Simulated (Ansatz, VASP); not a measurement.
## Ni in VASP and in Ansatz

```xyz
1
Lattice="0.0000 1.7302 1.7302 1.7302 0.0000 1.7302 1.7302 1.7302 0.0000" Properties=species:S:1:pos:R:3 pbc="T T T"
Ni    0.0000    0.0000    0.0000
```

Alike in both runs: functional r2SCAN; k mesh 9 × 9 × 9; no spin polarisation.

Ansatz relaxed the structure, and its values are those at the end. VASP's run is a single point on that final structure, the one shown.

|  | VASP | Ansatz |
| --- | --- | --- |
| version | VASP 6.6.1 | Ansatz 0.2.0 |
| potentials or method | VASP PAW PBE potentials, release 64 (Ni), cutoff 520 eV | PAW plane waves |
| occupations | methfessel-paxton of order 1, width 0.0173 eV | cold, width 0.0173 eV |
| valence electrons in the cell | 10 | 18 |

|  | VASP | Ansatz | Ansatz less VASP |
| --- | --- | --- | --- |
| gap on the k mesh at the Fermi level (eV) | none | none | - |
| pressure (GPa) | 0.6 | 0.0 | -0.59 |

VASP's potentials were made for PBE, not for r2SCAN. A gap of «none» marks a metal or a gap that the smearing closes. VASP's potentials hold 10 valence electrons a cell and Ansatz's 18, so a difference there can come from the potentials and not from the codes.
